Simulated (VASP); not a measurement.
A run of VASP 6.6.1 is set up as follows.

File INCAR:

```
  PREC = Accurate
  ENCUT = 520
  EDIFF = 1E-7
  ISMEAR = -1
  SIGMA = 0.05
  LREAL = F
  LASPH = T
  NELM = 100
  ALGO = Normal
  ISIF = 2
  LWAVE = F
  LCHARG = F
  GGA = PE
  NBANDS = 14
```

File KPOINTS:

```
regular mesh
0
Gamma
  15 15 13
```

File POSCAR:

```
HfC
1.0
    3.1330593337      0.0000000000      0.0000000000
   -1.5665296669      2.7133089746      0.0000000000
    0.0000000000      0.0000000000      2.8522943939
Hf C
1 1
Direct
    0.0000000000      0.0000000000      0.0000000000
    0.3333333333      0.6666666667      0.5000000000
```

Potentials or basis: VASP PAW PBE potentials, release 64 (Hf_pv, C).

Run with:

```sh
$ cat potpaw_PBE.64/Hf_pv/POTCAR potpaw_PBE.64/C/POTCAR > POTCAR
$ mpirun -np 1 vasp_std > vasp.out
```

(1) Predict the band gap on the k mesh.

(2) Predict the pressure.

Answers

(1) zero (band 7 reaches 6.18 eV, above the bottom of band 8 at 6.02 eV).

(2) 19.2 GPa.

Caveat: spin-orbit coupling is left out, which moves the levels of the heavy elements.
